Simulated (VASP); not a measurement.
# Hf (I4/mmm) in VASP: notebook

The runs below take Hf through single point, with PBEsol.

All numbers are computed with VASP 6.6.1; they aren't measurements. Logs are shortened: lines on timing, memory, paths and dates and some standing lists are left out, and cuts for length are marked.

## 1. The cell of the first run

Symmetry: I4/mmm, No. 139, tetragonal system. The conventional cell has a = 3.140 Å, b = 3.140 Å, c = 4.307 Å, α = 90.00°, β = 90.00°, γ = 90.00°. Hf (site symmetry 4/mmm) has 12 Hf at 3.09 to 3.14 Å within 4.1 Å.

## 2. Single point, PBEsol (strain -0.0300 x Voigt [0, 0, 1, 0, 0, 0])

INCAR

```
SYSTEM = Hf
ALGO = Normal
EDIFF = 1E-6
ENCUT = 520
GGA = PS
ISIF = 2
ISMEAR = 0
LASPH = .True.
LCHARG = .False.
LREAL = .False.
LWAVE = .False.
NBANDS = 11
NELM = 100
PREC = Accurate
SIGMA = 0.15
```

KPOINTS

```
k-points
0
Gamma
  18 18 18
  0 0 0
```

POSCAR

```
Hf
1.0
    0.0000000000      2.2200000000      2.1534000000
    2.2200000000      0.0000000000      2.1534000000
    2.2200000000      2.2200000000      0.0000000000
Hf
1
Direct
    0.0000000000      0.0000000000      0.0000000000
```

Potentials or basis: VASP PAW PBE potentials, release 64 (Hf_pv).

Launch:

```sh
$ cat potpaw_PBE.64/Hf_pv/POTCAR > POTCAR
$ mpirun -np 1 vasp_std > vasp.out
```

OUTCAR:

```text
SYSTEM = Hf
   EDIFF = 1E-6
   ENCUT = 520
   GGA = PS
   ISIF = 2
   ISMEAR = 0
   LASPH = .True.
   LREAL = .False.
   NELM = 100
   PREC = Accurate

 ion  position               nearest neighbor table
   1  0.000  0.000  0.000-

  LATTYP: Found a body centered tetragonal cell.
 ALAT       =     3.1395541085
 C/A-ratio  =     1.3717871555

  Lattice vectors:

 A1 = (   0.0000000000,  -2.2200000000,  -2.1534000000)
 A2 = (   0.0000000000,   2.2200000000,  -2.1534000000)
 A3 = (   2.2200000000,   0.0000000000,   2.1534000000)

Analysis of symmetry for initial positions (statically):
=====================================================================
 Subroutine PRICEL returns:
 Original cell was already a primitive cell.

 Routine SETGRP: Setting up the symmetry group for a
 body centered tetragonal supercell.

 Subroutine GETGRP returns: Found 16 space group operations
 (whereof 16 operations were pure point group operations)
 out of a pool of 16 trial point group operations.

The static configuration has the point symmetry D_4h.

Analysis of symmetry for dynamics (positions and initial velocities):
=====================================================================
 Subroutine PRICEL returns:
 Original cell was already a primitive cell.

 Routine SETGRP: Setting up the symmetry group for a
 body centered tetragonal supercell.

 Subroutine GETGRP returns: Found 16 space group operations
 (whereof 16 operations were pure point group operations)
 out of a pool of 16 trial point group operations.

The dynamic configuration has the point symmetry D_4h.

 Subroutine INISYM returns: Found 16 space group operations
 (whereof 16 operations are pure point group operations),
 and found     1 'primitive' translations

----------------------------------------------------------------------------------------

                                     Primitive cell

  volume of cell :      21.2256

  direct lattice vectors                    reciprocal lattice vectors
     0.000000000  2.220000000  2.153400000    -0.225225225  0.225225225  0.232190954
     2.220000000  0.000000000  2.153400000     0.225225225 -0.225225225  0.232190954
     2.220000000  2.220000000  0.000000000     0.225225225  0.225225225 -0.232190954

  length of vectors
     3.092819355  3.092819355  3.139554108     0.394164234  0.394164234  0.394164234

  position of ions in fractional coordinates (direct lattice)
     0.000000000  0.000000000  0.000000000

  ion indices of the primitive-cell ions
   primitive index   ion index
                 1           1

----------------------------------------------------------------------------------------

 KPOINTS: k-points

Automatic generation of k-mesh.
 Grid dimensions read from file:
 generate k-points for:   18   18   18

 Generating k-lattice:

  Cartesian coordinates                     Fractional coordinates (reciprocal lattice)
    -0.012512513  0.012512513  0.012899497     0.055555556  0.000000000  0.000000000
     0.012512513 -0.012512513  0.012899497     0.000000000  0.055555556  0.000000000
     0.012512513  0.012512513 -0.012899497     0.000000000  0.000000000  0.055555556

  Length of vectors
     0.021898013  0.021898013  0.021898013

  Shift w.r.t. Gamma in fractional coordinates (k-lattice)
     0.000000000  0.000000000  0.000000000

 Subroutine IBZKPT returns following result:
 ===========================================

 Found    480 irreducible k-points:

 Following reciprocal coordinates:
            Coordinates               Weight
  0.000000  0.000000  0.000000      1.000000
  0.055556 -0.000000  0.000000      8.000000
  0.111111 -0.000000  0.000000      8.000000
  0.166667  0.000000  0.000000      8.000000
  0.222222  0.000000  0.000000      8.000000
  0.277778  0.000000  0.000000      8.000000
[... 16 lines left out ...]
 -0.277778  0.055556  0.000000      8.000000
 -0.222222  0.055556  0.000000      8.000000
 [... further k-points ...]
   k-points           NKPTS =    480   k-points in BZ     NKDIM =    480   number of bands    NBANDS=     11
   number of dos      NEDOS =    301   number of ions     NIONS =      1
   total plane-waves  NPLWV =  13824
   dimension x,y,z NGX =    24 NGY =   24 NGZ =   24
   dimension x,y,z NGXF=    48 NGYF=   48 NGZF=   48
   ions per type =               1
   NGX,Y,Z   is equivalent  to a cutoff of  12.90, 12.90, 12.71 a.u.
   NGXF,Y,Z  is equivalent  to a cutoff of  25.80, 25.80, 25.42 a.u.
 SYSTEM =  Hf
   PREC   = accura    normal or accurate (medium, high low for compatibility)
   ISTART =      0    job   : 0-new  1-cont  2-samecut
   ICHARG =      2    charge: 1-file 2-atom 10-const
   ISPIN  =      1    spin polarized calculation?
   LNONCOLLINEAR =      F non collinear calculations
   LSORBIT =      F    spin-orbit coupling
   LASPH  =      T    aspherical Exc in radial PAW
   ENCUT  =  520.0 eV  38.22 Ry    6.18 a.u.   5.75  5.75  5.84*2*pi/ulx,y,z
   NELM   =    100;   NELMIN=  2; NELMDL= -5     # of ELM steps
   EDIFF  = 0.1E-05   stopping-criterion for ELM
   LREAL  =      F    real-space projection
   EDIFFG = 0.1E-04   stopping-criterion for IOM
   NSW    =      0    number of steps for IOM
   IBRION =     -1    ionic relax: 0-MD 1-quasi-New 2-CG
   NFREE  =      0    steps in history (QN), initial steepest desc. (CG)
   ISIF   =      2    stress and relaxation
   ISYM   =      2    0-nonsym 1-usesym 2-fastsym
   POTIM  = 0.5000    time-step for ionic-motion
   TEBEG  =    0.0;   TEEND  =   0.0 temperature during run
   PSTRESS=    0.0 pullay stress
   NELECT =      10.0000    total number of electrons
   NUPDOWN=      -1.0000    fix difference up-down
   EMIN   =  10.00;   EMAX   =-10.00  energy-range for DOS
   EFERMI =   0.00;   METHOD = LEGACY
   ISMEAR =     0;   SIGMA  =   0.15  broadening in eV -4-tet -1-fermi 0-gaus
   EFERMI_NEDOS =   21; number of points for ismear=-14 and -15
   IALGO  =     38    algorithm
   IMIX   =      4    mixing-type and parameters
     AMIX     =   0.40;   BMIX     =  1.00
     AMIX_MAG =   1.60;   BMIX_MAG =  1.00
  volume/ion in A,a.u.               =      21.23       143.24
  Fermi-wavevector in a.u.,A,eV,Ry     =   1.273859  2.407244 22.078394  1.622716
  Thomas-Fermi vector in A             =   2.406659
   LORBIT       =      0    0 simple, 1 ext, 2 COOP (PROOUT), +10 PAW based schemes
   GGA     = PS    functional components
   LHFCALC =     F    Hartree Fock is set to
   AEXX    =    0.0000 exact exchange contribution
   IVDW    =     0    specifies the selected vdW correction
   LEPSILON=     F    determine dielectric tensor
   LRPA    =     F    only Hartree local field effects (RPA)
 non-spin polarized calculation
 Gauss-broadening in eV      SIGMA  =   0.15
  energy-cutoff  :      520.00
  volume of cell :       21.23
 maximum number of plane-waves:       588
   NGX = 11   NGY = 11   NGZ = 11

 number of electron      10.0000002 magnetization

 Free energy of the ion-electron system (eV)
  ---------------------------------------------------
  ext. energy  EPLUGINS =         0.00000000
  ---------------------------------------------------
  free energy    TOTEN  =       -10.43883113 eV

  energy without entropy =      -10.42307170  energy(sigma->0) =      -10.43095142

 E-fermi :   4.9517     XC(G=0): -11.6355

 val. band max:        4.9516694219   @ k =   0.4444   0.1111   0.0556
 cond. band min:       4.9517534214   @ k =   0.4444   0.0556   0.1111
 fundamental gap:      0.0000839996
 Fermi energy:         4.9516724160

 k-point     1 :       0.0000    0.0000    0.0000
  band No.  band energies     occupation
      1     -24.8204      2.00000
      2     -24.8204      2.00000
      3     -24.8169      2.00000
      4      -2.4449      2.00000
      5       6.2476      0.00000
      6       6.2476      0.00000
      7       6.6055      0.00000
      8       9.0628      0.00000
      9       9.5917      0.00000
     10      16.5094      0.00000
     11      18.1803      0.00000

 k-point     2 :       0.0556   -0.0000    0.0000
  band No.  band energies     occupation
      1     -24.8510      2.00000
      2     -24.8250      2.00000
      3     -24.8214      2.00000
      4      -2.3291      2.00000
      5       6.1779      0.00000
      6       6.3028      0.00000
      7       6.6121      0.00000
      8       9.0067      0.00000
      9       9.5190      0.00000
     10      16.7705      0.00000
     11      18.1797      0.00000

 k-point     3 :       0.1111   -0.0000    0.0000
  band No.  band energies     occupation
      1     -24.9416      2.00000
      2     -24.8381      2.00000
      3     -24.8309      2.00000
      4      -1.9923      2.00000
      5       5.9140      0.00000
      6       6.4430      0.00000
      7       6.7155      0.00000
      8       8.8860      0.00000
      9       9.3464      0.00000
     10      17.4524      0.00000
     11      18.1773      0.00000

 k-point     4 :       0.1667    0.0000    0.0000
  band No.  band energies     occupation
      1     -25.0779      2.00000
      2     -24.8582      2.00000
      3     -24.8454      2.00000
      4      -1.4675      2.00000
      5       5.5370      0.00000
      6       6.5825      0.00000
      7       6.8753      0.00000
      8       8.8375      0.00000
      9       9.2006      0.00000
     10      17.7640      0.00000
     11      18.1842      0.00000

 k-point     5 :       0.2222    0.0000    0.0000
  band No.  band energies     occupation
      1     -25.2411      2.00000
      2     -24.8827      2.00000
      3     -24.8632      2.00000
      4      -0.8136      2.00000
      5       5.1841      0.02842
      6       6.5981      0.00000
      7       6.9497      0.00000
      8       9.0324      0.00000
      9       9.2565      0.00000
     10      17.0121      0.00000
     11      18.1835      0.00000
[... 211 lines left out ...]
 k-point    21 :      -0.3889    0.0556    0.0000
  band No.  band energies     occupation
      1     -25.7086      2.00000
      2     -24.9544      2.00000
      3     -24.9483      2.00000
      4       1.0778      2.00000
      5       5.2319      0.00823
      6       6.1059      0.00000
      7       6.3464      0.00000
      8      10.7981      0.00000
      9      11.4093      0.00000
     10      15.2703      0.00000
     11      17.3035      0.00000

 k-point    22 :      -0.3333    0.0556    0.0000
  band No.  band energies     occupation
      1     -25.5990      2.00000
      2     -24.9392      2.00000
      3     -24.9328      2.00000
      4       0.7305      2.00000
      5       4.9771      0.81033
      6       6.2755      0.00000
      7       6.4665      0.00000
      8      10.0093      0.00000
      9      10.8984      0.00000
     10      15.7411      0.00000
     11      18.1488      0.00000

 k-point    23 :      -0.2778    0.0556    0.0000
  band No.  band energies     occupation
      1     -25.4550      2.00000
      2     -24.9242      2.00000
      3     -24.9073      2.00000
      4       0.1743      2.00000
      5       4.8992      1.37952
      6       6.4918      0.00000
      7       6.6531      0.00000
      8       9.2555      0.00000
      9      10.3132      0.00000
     10      16.3471      0.00000
     11      18.1788      0.00000

 k-point    24 :      -0.2222    0.0556    0.0000
  band No.  band energies     occupation
      1     -25.2923      2.00000
      2     -24.9050      2.00000
      3     -24.8810      2.00000
      4      -0.5051      2.00000
      5       5.0411      0.39935
      6       6.6807      0.00000
      7       6.8294      0.00000
      8       8.6814      0.00000
      9       9.8213      0.00000
     10      17.0792      0.00000
     11      18.1843      0.00000

 [... further k-points ...]

------------------------ aborting loop because EDIFF is reached ----------------------------------------

  FORCE on cell =-STRESS in cart. coord.  units (eV):
  Direction    XX          YY          ZZ          XY          YZ          ZX
  --------------------------------------------------------------------------------------
  -------------------------------------------------------------------------------------
  Total        0.1072116      0.1072116      0.3316780      0.0000000      0.0000000     -0.0000000
  in kB        8.0926703      8.0926703     25.0360926      0.0000000      0.0000000     -0.0000000
  external PRESSURE =      13.7404777 kB  Pullay stress =       0.0000000 kB

 VOLUME and BASIS-vectors are now :
 -----------------------------------------------------------------------------
  energy-cutoff  :      520.00
  volume of cell :       21.23
      direct lattice vectors                 reciprocal lattice vectors
     0.000000000  2.220000000  2.153400000    -0.225225225  0.225225225  0.232190954
     2.220000000  0.000000000  2.153400000     0.225225225 -0.225225225  0.232190954
     2.220000000  2.220000000  0.000000000     0.225225225  0.225225225 -0.232190954

 POSITION                                       TOTAL-FORCE (eV/Angst)
 -----------------------------------------------------------------------------------
      0.00000      0.00000      0.00000        -0.000000      0.000000      0.000000
 -----------------------------------------------------------------------------------
    total drift:                               -0.000000     -0.000000     -0.000000

  FREE ENERGIE OF THE ION-ELECTRON SYSTEM (eV)
  ---------------------------------------------------
  free  energy   TOTEN  =       -10.4388311343 eV

  energy  without entropy=      -10.4230717003  energy(sigma->0) =      -10.43095142
```

It took 1.8 min on 1 thread of AMD EPYC 7R13, shared host; peak memory 0.2 GiB.

Results:

```
Free energy            : -10.4388 eV
Pressure               : 1.4 GPa
Band gap on the k mesh : zero (bands 5 and 6 overlap by 2.12 eV)
```

Caveat: the cell differs from its parent crystal (strain -0.0300 x Voigt [0, 0, 1, 0, 0, 0]); the PAW data sets were made with another functional, which shifts forces and pressure a little; spin-orbit coupling is left out, which moves the levels of the heavy elements.

(Part 1 of 3 ends here.)
